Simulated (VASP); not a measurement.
Wanted: the native input for a VASP 6.6.1 run.

- Task: relaxation of cell and atoms
- Functional: PBE
- Potentials or basis: VASP PAW PBE potentials, release 64 (Cd, Se, S)
- Cutoff: 600 eV
- k mesh: 4 × 4 × 4
- Occupations: gaussian, width 0.1 eV
- Spin: no spin polarisation
- Dipole correction: no
- Further INCAR settings: ALGO = Normal; EDIFF = 1e-07; IBRION = 2; EDIFFG = -0.04; NSW = 90; ISIF = 3

The structure of CdSeS3 lies in POSCAR:

```
CdSeS3
1.0
    5.1573691300      0.0000000000      0.0000000000
    0.0000000000      5.1573691300      0.0000000000
    0.0000000000      0.0000000000      5.1573691300
Cd Se S
1 1 3
Direct
    0.0000000000      0.0000000000      0.0000000000
    0.5000000000      0.5000000000      0.5000000000
    0.5000000000      0.5000000000      0.0000000000
    0.0000000000      0.5000000000      0.5000000000
    0.5000000000      0.0000000000      0.5000000000
```

These files were run (other wordings do the same):

INCAR

```
PREC     = Accurate       # precision mode
ENCUT    = 600            # plane-wave cutoff, eV
EDIFF    = 1E-7           # SCF threshold, eV
ISMEAR   = 0              # smearing method
SIGMA    = 0.1            # smearing width, eV
LREAL    = F              # projectors in reciprocal space
LASPH    = T              # aspherical terms in the spheres
NELM     = 60             # most SCF steps
ALGO     = Normal         # electronic algorithm
ISIF     = 3              # what is computed and relaxed
LWAVE    = F              # write WAVECAR
LCHARG   = F              # write CHGCAR
GGA      = PE             # functional
IBRION   = 2              # ionic algorithm
NSW      = 90             # ionic steps
EDIFFG   = -0.04          # ionic threshold
```

KPOINTS

```
regular mesh
0
Gamma
  4 4 4
```

Potentials or basis: VASP PAW PBE potentials, release 64 (Cd, Se, S).

The run is started by

```console
$ cat potpaw_PBE.64/Cd/POTCAR potpaw_PBE.64/Se/POTCAR potpaw_PBE.64/S/POTCAR > POTCAR
$ mpirun -np 1 vasp_std > vasp.out
```

It gave:

The relaxed volume is 22.50 Å³/atom. The relaxed cell is a = 4.828 Å, b = 4.828 Å, c = 4.828 Å, α = 90.00°, β = 90.00°, γ = 90.00°. The space group after relaxing (to 0.05 Å) is Pm-3m (No. 221), the energy gained by relaxing is 119.3 meV/atom and the ionic steps are 3. The pressure after relaxing is 0.0 GPa and the band gap on the k mesh is zero (band 18 reaches 3.23 eV, above the bottom of band 19 at 2.25 eV).

Caveat: the volume moved by over 15 % at a fixed basis, so the end points are rough.

Run time: 84 s on 1 thread of AMD EPYC 7R43 64-Core Processor (Zen 3) (shared host), peak memory 0.25 GiB.
